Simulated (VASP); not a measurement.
Na3Ti2O, 6 atoms in the cell. It takes space group P6/mmm (No. 191, hexagonal). The conventional cell has a = 5.186 Å, b = 5.186 Å, c = 4.258 Å, α = 90.00°, β = 90.00°, γ = 120.00°. Within 3.4 Å of Na (site symmetry mmm) lie 4 Na at 2.59 Å and 4 Ti at 2.60 Å and 4 O at 3.36 Å. Within 3.4 Å of Ti (site symmetry -6m2) lie 6 Na at 2.60 Å and 3 Ti at 2.99 Å and 3 O at 2.99 Å. O (site symmetry 6/mmm) has 6 Ti at 2.99 Å and 12 Na at 3.36 Å within 3.9 Å. The cell was generated, and may not be a known phase.

| Item | Value |
| --- | --- |
| Program | VASP 6.6.1 |
| Task | single point |
| Functional | PBE |
| Potentials or basis | VASP PAW PBE potentials, release 64 (Na_pv, Ti_sv, O) |
| Cutoff | 520 eV |
| k mesh | 6 × 6 × 4 |
| Occupations | gaussian, width 0.1 eV |
| Spin | collinear spin |
| Starting moments | [0.0, 0.0, 0.0, -1.0, -1.0, 0.0] μB |
| Dipole correction | no |
| Further INCAR settings | ALGO = Normal; EDIFF = 1e-06; NBANDS = 38 |

Potentials or basis: VASP PAW PBE potentials, release 64 (Na_pv, Ti_sv, O).

Run with:

```sh
$ cat potpaw_PBE.64/Na_pv/POTCAR potpaw_PBE.64/Ti_sv/POTCAR potpaw_PBE.64/O/POTCAR > POTCAR
$ mpirun -np 1 vasp_std > vasp.out
```

Hardware: 1 thread of Intel(R) Xeon(R) Platinum 8488C (Sapphire Rapids), on a shared host.

Problem. Estimate the wall time of this run.

Solution. It took 3.2 min on 1 thread of Intel(R) Xeon(R) Platinum 8488C (Sapphire Rapids), on a shared host, peak memory 0.31 GiB. Counts: scf iterations 19, k points 21.
